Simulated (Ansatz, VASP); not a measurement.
**Two plane-wave programs on Si**

```
CELL_PARAMETERS angstrom
3.84182 0.00000 0.00000
0.00000 3.84182 0.00000
0.00000 0.00000 22.79140
ATOMIC_POSITIONS crystal
Si 0.75000 0.00000 0.35219
Si 0.25000 0.00000 0.41070
Si 0.25000 0.50000 0.47037
Si 0.75000 0.50000 0.52963
Si 0.75000 0.00000 0.58930
Si 0.25000 0.00000 0.64781
```

Alike in both runs: functional PBEsol; k mesh 8 × 8 × 1; occupations fermi-dirac, width 0.02 eV; no spin polarisation.

Ansatz relaxed the structure, and its values are those at the end. VASP's run is a single point on that final structure, the one shown.

```csv
,VASP,Ansatz
version,VASP 6.6.1,Ansatz 0.2.0
potentials or method,"VASP PAW PBE potentials, release 64 (Si)","PAW with Ansatz's default frozen-core files, scalar-relativistic"
plane-wave cutoff (eV),520,420
valence electrons in the cell,24,24
```

VASP gave:

```
rms of the force components (eV/Å) : 0.004
```

**Question.** Estimate Ansatz's values.

**Answer.** rms of the force components (eV/Å): 0.003.

VASP's potentials were made for PBE, not for PBEsol. Ansatz's warnings: stress scf threshold loose.
